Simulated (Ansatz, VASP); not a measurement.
This is a calculation of TaWC2 for VASP 6.6.1.

File INCAR:

```
  PREC = Accurate
  ENCUT = 900
  EDIFF = 1E-6
  ISMEAR = -1
  SIGMA = 0.05
  LREAL = False
  LASPH = True
  NELM = 100
  ALGO = Normal
  ISIF = 2
  LWAVE = False
  LCHARG = False
  LMAXMIX = 4
  GGA = PE
  NBANDS = 26
```

File KPOINTS:

```
regular mesh
0
Gamma
  7 7 7
```

POSCAR

```
TaWC2
1.0
    1.5718551461      0.9075109917      5.1016196719
   -1.5718551461      0.9075109917      5.1016196719
    0.0000000000     -1.8150219835      5.1016196719
W Ta C
1 1 2
Direct
    0.0000000000      0.0000000000      0.0000000000
    0.5000000000      0.5000000000      0.5000000000
    0.2509330000      0.2509330000      0.2509330000
    0.7490670000      0.7490670000      0.7490670000
```

The input KPOINTS_OPT:

```
path GLB1,BZGX,QFP1Z,LP
15
line-mode
reciprocal
 0.0000000000  0.0000000000  0.0000000000  G
 0.5000000000  0.0000000000  0.0000000000  L

 0.5000000000  0.0000000000  0.0000000000  L
 0.5000000000  0.1877624847 -0.1877624847  B1

 0.8122375153  0.5000000000  0.1877624847  B
 0.5000000000  0.5000000000  0.5000000000  Z

 0.5000000000  0.5000000000  0.5000000000  Z
 0.0000000000  0.0000000000  0.0000000000  G

 0.0000000000  0.0000000000  0.0000000000  G
 0.3438812424  0.0000000000 -0.3438812424  X

 0.6561187576  0.3438812424  0.0000000000  Q
 0.5000000000  0.5000000000  0.0000000000  F

 0.5000000000  0.5000000000  0.0000000000  F
 0.6561187576  0.6561187576  0.1877624847  P1

 0.6561187576  0.6561187576  0.1877624847  P1
 0.5000000000  0.5000000000  0.5000000000  Z

 0.5000000000  0.0000000000  0.0000000000  L
 0.8122375153  0.3438812424  0.3438812424  P
```

Potentials or basis: VASP PAW PBE potentials, release 64 (W_sv_GW, Ta_sv_GW, C_GW).

The run is started by

```sh
$ cat potpaw_PBE.64/W_sv_GW/POTCAR potpaw_PBE.64/Ta_sv_GW/POTCAR potpaw_PBE.64/C_GW/POTCAR > POTCAR
$ mpirun -np 1 vasp_std > vasp.out
```

Problem. Translate it to Ansatz 0.2.0. Potentials there: Ansatz PAW.

Solution. As run (the cutoff follows the program's own potentials):

File input.yaml:

```yaml
crystal:
  lattice:
    - [1.5718551461, 0.9075109917, 5.1016196719]
    - [-1.5718551461, 0.9075109917, 5.1016196719]
    - [0.0, -1.8150219835, 5.1016196719]
  atoms:
    - { symbol: W, position: [0.0, 0.0, 0.0] }
    - { symbol: Ta, position: [0.5, 0.5, 0.5] }
    - { symbol: C, position: [0.250933, 0.250933, 0.250933] }
    - { symbol: C, position: [0.749067, 0.749067, 0.749067] }
hamiltonian:
  xc: pbe
  pseudopotentials: { kind: paw }
kpoints:
  mp_grid: { grid: [7, 7, 7] }
  band_path:
    path:
      - [[0.0, 0.0, 0.0], [0.5, 0.0, 0.0], [0.5, 0.1877624847, -0.1877624847]]
      - [[0.8122375153, 0.5, 0.1877624847], [0.5, 0.5, 0.5], [0.0, 0.0, 0.0], [0.3438812424, 0.0, -0.3438812424]]
      - [[0.6561187576, 0.3438812424, 0.0], [0.5, 0.5, 0.0], [0.6561187576, 0.6561187576, 0.1877624847], [0.5, 0.5, 0.5]]
      - [[0.5, 0.0, 0.0], [0.8122375153, 0.3438812424, 0.3438812424]]
    npoints: 14
scf:
  occupations: { method: fermi_dirac, width: 0.05 }
  n_extra_bands: 10
output:
  forces: true
  stress: true
  eigenvalues: true
  fatbands: false
```

Potentials or basis: Ansatz PAW.

Command:

```console
$ ansatz run input.yaml --threads 2 --pin off --max-ram 5632MiB --backend cpu --events-out ev --progress --plain --runs-dir out
```

Both were run:

|  | VASP | Ansatz | Ansatz less VASP |
| --- | --- | --- | --- |
| gap on the k mesh at the Fermi level (eV) | none | none | - |
| pressure (GPa) | -2.6 | -2.5 | +0.05 |
| traceless stress, the component that is largest in VASP (GPa) | -1.40 | -1.39 | +0.014 |
| rms of the force components (eV/Å) | 0.017 | 0.013 | -0.0045 |

Atom by atom the forces differ by 0.005 eV/Å (rms over components). A gap of «none» marks a metal or a gap that the smearing closes.

Neither program's run includes spin-orbit coupling.
